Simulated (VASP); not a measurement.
# Ce (Im-3m) in VASP: a series of runs

The runs below take Ce through single point, with PBE, LDA.

Everything below comes from runs of VASP 6.6.1. Logs are shortened: lines on timing, memory, paths and dates and some standing lists are left out, and cuts for length are marked.

## Step 1: The cell of the first run

The structure is cubic, space group Im-3m (No. 229). The conventional cell has a = 3.887 Å, b = 3.887 Å, c = 3.887 Å, α = 90.00°, β = 90.00°, γ = 90.00°. Within 4.4 Å of Ce (site symmetry m-3m) lie 14 Ce at 3.37 to 3.89 Å.

This isn't the form of Ce at room conditions, which is fcc.

## Step 2: Single point, PBE, collinear spin, ferromagnetic start

INCAR reads:

```
  ALGO = Fast
  EDIFF = 1E-7
  ENCUT = 520
  GGA = PE
  ISIF = 2
  ISMEAR = -1
  ISPIN = 2
  LASPH = T
  LCHARG = F
  LMAXMIX = 6
  LORBIT = 11
  LREAL = F
  LWAVE = F
  MAGMOM = 2.5
  NBANDS = 16
  NELM = 150
  PREC = Accurate
  SIGMA = 0.05
```

KPOINTS reads:

```
k-points
0
Gamma
  10 10 10
```

POSCAR reads:

```
Ce
1.0
   -1.9432985503      1.9432985503      1.9432985503
    1.9432985503     -1.9432985503      1.9432985503
    1.9432985503      1.9432985503     -1.9432985503
Ce
1
Direct
    0.0000000000      0.0000000000      0.0000000000
```

Potentials or basis: VASP PAW PBE potentials, release 64 (Ce).

On the command line:

```
$ cat potpaw_PBE.64/Ce/POTCAR > POTCAR
$ mpirun -np 1 vasp_std > vasp.out
```

OUTCAR:

```text
EDIFF = 1E-7
   ENCUT = 520
   GGA = PE
   ISIF = 2
   ISMEAR = -1
   ISPIN = 2
   LASPH = T
   LORBIT = 11
   LREAL = F
   NELM = 150
   PREC = Accurate

 ion  position               nearest neighbor table
   1  0.000  0.000  0.000-

  LATTYP: Found a body centered cubic cell.
 ALAT       =     3.8865971006

  Lattice vectors:

 A1 = (  -1.9432985503,   1.9432985503,   1.9432985503)
 A2 = (   1.9432985503,  -1.9432985503,   1.9432985503)
 A3 = (   1.9432985503,   1.9432985503,  -1.9432985503)

Analysis of symmetry for initial positions (statically):
=====================================================================
 Subroutine PRICEL returns:
 Original cell was already a primitive cell.

 Routine SETGRP: Setting up the symmetry group for a
 body centered cubic supercell.

 Subroutine GETGRP returns: Found 48 space group operations
 (whereof 48 operations were pure point group operations)
 out of a pool of 48 trial point group operations.

The static configuration has the point symmetry O_h .

Analysis of symmetry for dynamics (positions and initial velocities):
=====================================================================
 Subroutine PRICEL returns:
 Original cell was already a primitive cell.

 Routine SETGRP: Setting up the symmetry group for a
 body centered cubic supercell.

 Subroutine GETGRP returns: Found 48 space group operations
 (whereof 48 operations were pure point group operations)
 out of a pool of 48 trial point group operations.

The dynamic configuration has the point symmetry O_h .

Analysis of structural, dynamic, and magnetic symmetry:
=====================================================================
 Subroutine PRICEL returns:
 Original cell was already a primitive cell.

 Routine SETGRP: Setting up the symmetry group for a
 body centered cubic supercell.

 Subroutine GETGRP returns: Found 48 space group operations
 (whereof 48 operations were pure point group operations)
 out of a pool of 48 trial point group operations.

The overall configuration has the point symmetry O_h .

 Subroutine INISYM returns: Found 48 space group operations
 (whereof 48 operations are pure point group operations),
 and found     1 'primitive' translations

----------------------------------------------------------------------------------------

                                     Primitive cell

  volume of cell :      29.3548

  direct lattice vectors                    reciprocal lattice vectors
[... 102 lines left out ...]
   IALGO  =     68    algorithm
   IMIX   =      4    mixing-type and parameters
     AMIX     =   0.40;   BMIX     =  1.00
     AMIX_MAG =   1.60;   BMIX_MAG =  1.00
  volume/ion in A,a.u.               =      29.35       198.10
  Fermi-wavevector in a.u.,A,eV,Ry     =   1.214998  2.296014 20.085209  1.476221
  Thomas-Fermi vector in A             =   2.350400
   LORBIT       =     11    0 simple, 1 ext, 2 COOP (PROOUT), +10 PAW based schemes
   GGA     = PE    functional components
   LHFCALC =     F    Hartree Fock is set to
   AEXX    =    0.0000 exact exchange contribution
   IVDW    =     0    specifies the selected vdW correction
   LEPSILON=     F    determine dielectric tensor
   LRPA    =     F    only Hartree local field effects (RPA)
 spin polarized calculation
 RMM-DIIS sequential band-by-band and
  energy-cutoff  :      520.00
  volume of cell :       29.35
 maximum number of plane-waves:       802
 NGX is ok and might be reduce to    28
   NGX = 13   NGY = 13   NGZ = 13

 number of electron      12.0000000 magnetization       0.9998881

 Free energy of the ion-electron system (eV)
  ---------------------------------------------------
  ext. energy  EPLUGINS =         0.00000000
  ---------------------------------------------------
  free energy    TOTEN  =        -5.70647479 eV

  energy without entropy =       -5.66232860  energy(sigma->0) =       -5.68440169

 E-fermi :   8.2784     XC(G=0): -10.7802

 val. band max:        8.2779048566   @ k =   0.3000   0.2000   0.0000
 cond. band min:       8.2803278235   @ k =  -0.3000   0.5000   0.1000
 fundamental gap:      0.0024229670
 Fermi energy:         8.2784392671

 spin component 1

 k-point     1 :       0.0000    0.0000    0.0000
  band No.  band energies     occupation
      1     -26.5369      1.00000
      2      -8.0886      1.00000
      3      -8.0886      1.00000
      4      -8.0886      1.00000
      5       5.0211      1.00000
      6       8.1944      0.84310
[... 435 lines left out ...]
      5       6.7824      1.00000
      6       7.9906      0.99685
[... 8 lines left out ...]
     15      11.8902      0.00000
     16      13.4673      0.00000

 [... further k-points ...]

 spin component 2

 k-point     1 :       0.0000    0.0000    0.0000
  band No.  band energies     occupation
      1     -26.1602      1.00000
      2      -7.7466      1.00000
      3      -7.7466      1.00000
      4      -7.7466      1.00000
      5       5.4126      1.00000
      6       8.7503      0.00008
[... 435 lines left out ...]
      5       7.1590      1.00000
      6       8.4555      0.02817
[... 8 lines left out ...]
     15      12.2417      0.00000
     16      13.8473      0.00000

 [... further k-points ...]

------------------------ aborting loop because EDIFF is reached ----------------------------------------

  FORCE on cell =-STRESS in cart. coord.  units (eV):
  Direction    XX          YY          ZZ          XY          YZ          ZX
  --------------------------------------------------------------------------------------
  -------------------------------------------------------------------------------------
  Total       -0.1434229     -0.1434229     -0.1434229      0.0000000      0.0000000     -0.0000000
  in kB       -7.8279946     -7.8279946     -7.8279946      0.0000000      0.0000000     -0.0000000
  external PRESSURE =      -7.8279946 kB  Pullay stress =       0.0000000 kB

 VOLUME and BASIS-vectors are now :
 -----------------------------------------------------------------------------
  energy-cutoff  :      520.00
  volume of cell :       29.35
      direct lattice vectors                 reciprocal lattice vectors
    -1.943298550  1.943298550  1.943298550     0.000000000  0.257294485  0.257294485
     1.943298550 -1.943298550  1.943298550     0.257294485  0.000000000  0.257294485
     1.943298550  1.943298550 -1.943298550     0.257294485  0.257294485  0.000000000

 POSITION                                       TOTAL-FORCE (eV/Angst)
 -----------------------------------------------------------------------------------
      0.00000      0.00000      0.00000         0.000000      0.000000      0.000000
 -----------------------------------------------------------------------------------
    total drift:                                0.000000     -0.000000     -0.000000

  FREE ENERGIE OF THE ION-ELECTRON SYSTEM (eV)
  ---------------------------------------------------
  free  energy   TOTEN  =        -5.7064747916 eV

  energy  without entropy=       -5.6623285978  energy(sigma->0) =       -5.68440169

 total charge

# of ion       s       p       d       f       tot
--------------------------------------------------
    1        2.090   5.583   1.141   0.998   9.811

 magnetization (x)

# of ion       s       p       d       f       tot
--------------------------------------------------
    1        0.005   0.007   0.159   0.616   0.787
```

OSZICAR:

```text
N       E                     dE             d eps       ncg     rms          rms(c)
DAV:   1     0.865662203648E+02    0.86566E+02   -0.48813E+03  3128   0.910E+02
DAV:   2     0.107162947702E+01   -0.85495E+02   -0.72900E+02  3672   0.150E+02
DAV:   3    -0.556621041421E+01   -0.66378E+01   -0.64170E+01  3512   0.556E+01
[... 24 lines left out ...]
RMM:  28    -0.570647390496E+01   -0.53796E-06   -0.55203E-06  3342   0.621E-03    0.278E-04
RMM:  29    -0.570647421214E+01   -0.30717E-06   -0.31296E-06  3153   0.509E-03    0.426E-04
RMM:  30    -0.570647444850E+01   -0.23636E-06   -0.24358E-06  2867   0.432E-03    0.853E-04
RMM:  31    -0.570647460137E+01   -0.15287E-06   -0.15671E-06  2660   0.372E-03    0.120E-03
RMM:  32    -0.570647471820E+01   -0.11683E-06   -0.12454E-06  2539   0.329E-03    0.169E-03
RMM:  33    -0.570647479156E+01   -0.73361E-07   -0.82537E-07  2326   0.286E-03
   1 F= -.57064748E+01 E0= -.56844017E+01  d E =-.441462E-01  mag=     0.9999
```

Run time: 2.2 min. Hardware: 1 thread of Intel Xeon Platinum 8488C (Sapphire Rapids), shared host; peak memory 0.21 GiB.

What came out:

```yaml
Free_energy: -5.7065 eV
Pressure: -0.8 GPa
Net_moment: 1.00 μB per cell
Site_moments: Ce +0.79 μB
Valence_electrons_inside_the_program's_atomic_spheres: Ce 9.81
```

Levels at points of the mesh, in eV from the Fermi level:
Spin up:
| k point | band 2 | band 3 | band 4 | band 5 | band 6 | band 7 | band 8 | band 9 | band 10 | band 11 |
| --- | --- | --- | --- | --- | --- | --- | --- | --- | --- | --- |
| (0.00, 0.00, 0.00) | -16.37 | -16.37 | -16.37 | -3.26 | -0.08 | -0.08 | -0.08 | 0.78 | 0.78 | 0.78 |
| (0.50, 0.00, 0.00) | -18.55 | -17.04 | -16.41 | -2.25 | -0.53 | -0.01 | 0.23 | 0.41 | 0.51 | 0.63 |
| (0.50, 0.50, 0.50) | -17.82 | -17.82 | -17.82 | -2.56 | -2.56 | 0.18 | 0.41 | 0.41 | 0.41 | 0.70 |
Spin down:
| k point | band 4 | band 5 | band 6 | band 7 | band 8 | band 9 |
| --- | --- | --- | --- | --- | --- | --- |
| (0.00, 0.00, 0.00) | -16.03 | -2.87 | 0.47 | 0.47 | 0.47 | 1.13 |
| (0.50, 0.00, 0.00) | -16.07 | -1.89 | -0.13 | 0.48 | 0.63 | 0.75 |
| (0.50, 0.50, 0.50) | -17.47 | -2.27 | -2.27 | 0.52 | 0.76 | 0.76 |

Caveat: the magnetic or orbital state may not be the lowest; spin-orbit coupling is left out, which moves the levels of the heavy elements; semilocal functionals describe open f shells poorly, which spoils levels, moments and volumes. The state reached can hang on the start; a lower one may exist.

## Step 3: Single point, LDA, collinear spin, ferromagnetic start

This run uses another cell than the first one, of 27.59 Å³/atom.

INCAR reads:

```
PREC = Accurate
ENCUT = 520
EDIFF = 1E-6
ISMEAR = -1
SIGMA = 0.05
LREAL = F
LASPH = T
NELM = 150
ALGO = Fast
ISIF = 2
LWAVE = F
LCHARG = F
ISPIN = 2
MAGMOM = 1
LORBIT = 11
LMAXMIX = 6
GGA = CA
NBANDS = 16
```

KPOINTS reads:

```
Automatic mesh
0
Gamma
  10 10 10
```

POSCAR reads:

```
Ce
1.0
   -1.9036282650      1.9036282650      1.9036282650
    1.9036282650     -1.9036282650      1.9036282650
    1.9036282650      1.9036282650     -1.9036282650
Ce
1
Direct
    0.0000000000      0.0000000000      0.0000000000
```

Potentials or basis: VASP PAW LDA potentials, release 64 (Ce).

On the command line:

```
$ cat potpaw_LDA.64/Ce/POTCAR > POTCAR
$ mpirun -np 1 vasp_std > vasp.out
```

Run time: 3 min. Hardware: 1 thread of Intel Xeon 8259CL, shared host; peak memory 0.19 GiB.

Results (log left out):

```
Free energy                                           : -6.5700 eV
Pressure                                              : -6.2 GPa
Band gap on the k mesh                                : zero (filled and empty bands overlap)
Net moment                                            : 0.01 μB per cell
Valence electrons inside the program's atomic spheres : Ce 9.89
```

Levels at points of the mesh, in eV from the Fermi level:
Spin up:
| k point | band 3 | band 4 | band 5 | band 6 | band 7 | band 8 | band 9 | band 10 |
| --- | --- | --- | --- | --- | --- | --- | --- | --- |
| (0.00, 0.00, 0.00) | -15.81 | -15.81 | -2.85 | 0.11 | 0.11 | 0.11 | 0.91 | 0.91 |
| (0.50, 0.00, 0.00) | -16.60 | -15.86 | -2.12 | -0.38 | 0.16 | 0.35 | 0.49 | 0.77 |
| (0.50, 0.50, 0.50) | -17.53 | -17.53 | -2.56 | -2.56 | 0.22 | 0.52 | 0.52 | 0.52 |
Spin down:
| k point | band 4 | band 5 | band 6 | band 7 | band 8 | band 9 |
| --- | --- | --- | --- | --- | --- | --- |
| (0.00, 0.00, 0.00) | -15.80 | -2.84 | 0.11 | 0.11 | 0.11 | 0.91 |
| (0.50, 0.00, 0.00) | -15.86 | -2.11 | -0.37 | 0.16 | 0.36 | 0.49 |
| (0.50, 0.50, 0.50) | -17.52 | -2.56 | -2.56 | 0.23 | 0.52 | 0.52 |

Caveat: the magnetic or orbital state may not be the lowest; the cell stands under tension; spin-orbit coupling is left out, which moves the levels of the heavy elements; semilocal functionals describe open f shells poorly, which spoils levels, moments and volumes. The state reached can hang on the start; a lower one may exist.

## Step 4: Single point, LDA, collinear spin, ferromagnetic start

This run uses another cell than the first one, of 28.18 Å³/atom.

INCAR reads:

```
SYSTEM = Ce
PREC = Accurate
ENCUT = 520
EDIFF = 1E-6
ISMEAR = -1
SIGMA = 0.05
LREAL = .False.
LASPH = .True.
NELM = 150
ALGO = Normal
ISIF = 2
LWAVE = .False.
LCHARG = .True.
ISPIN = 2
MAGMOM = 1
LORBIT = 11
LMAXMIX = 6
GGA = CA
LELF = .True.
LVHAR = .True.
NBANDS = 16
```

KPOINTS reads:

```
regular mesh
0
Gamma
  10 10 10
  0 0 0
```

POSCAR reads:

```
Ce
1.0
   -1.9170345395      1.9170345395      1.9170345395
    1.9170345395     -1.9170345395      1.9170345395
    1.9170345395      1.9170345395     -1.9170345395
Ce
1
Direct
    0.0000000000      0.0000000000      0.0000000000
```

On the command line:

```
$ cat potpaw_LDA.64/Ce/POTCAR > POTCAR
$ mpirun -np 1 vasp_std > vasp.out
```

Wall time 2.4 min (1 thread of Intel Xeon 8259CL, shared host); peak memory 0.19 GiB.

The run converged. Its results:

| Property | Result |
| --- | --- |
| Free energy | -6.5476 eV |
| Pressure | -6.6 GPa |
| Band gap on the k mesh | zero (filled and empty bands overlap) |
| Net moment | 0.00 μB per cell |
| Valence electrons inside the program's atomic spheres | Ce 9.87 |

Levels at points of the mesh, in eV from the Fermi level:
Spin up:
```csv
k point,band 2,band 3,band 4,band 5,band 6,band 7,band 8,band 9,band 10,band 11
"(0.00, 0.00, 0.00)",-15.88,-15.88,-15.88,-2.90,0.11,0.11,0.11,0.87,0.87,0.87
"(0.50, 0.00, 0.00)",-18.33,-16.64,-15.93,-2.08,-0.34,0.15,0.34,0.47,0.74,0.83
"(0.50, 0.50, 0.50)",-17.52,-17.52,-17.52,-2.48,-2.48,0.22,0.50,0.50,0.50,0.95
```
Spin down:
| k point | band 2 | band 3 | band 4 | band 5 | band 6 | band 7 | band 8 | band 9 | band 10 | band 11 |
| --- | --- | --- | --- | --- | --- | --- | --- | --- | --- | --- |
| (0.00, 0.00, 0.00) | -15.88 | -15.88 | -15.88 | -2.90 | 0.11 | 0.11 | 0.11 | 0.87 | 0.87 | 0.87 |
| (0.50, 0.00, 0.00) | -18.33 | -16.64 | -15.93 | -2.08 | -0.34 | 0.15 | 0.34 | 0.47 | 0.74 | 0.84 |
| (0.50, 0.50, 0.50) | -17.52 | -17.52 | -17.52 | -2.48 | -2.48 | 0.22 | 0.50 | 0.50 | 0.50 | 0.95 |

Caveat: the magnetic or orbital state may not be the lowest; the cell stands under tension; spin-orbit coupling is left out, which moves the levels of the heavy elements; semilocal functionals describe open f shells poorly, which spoils levels, moments and volumes. The state reached can hang on the start; a lower one may exist.

(Continued in part 2 of 2.)
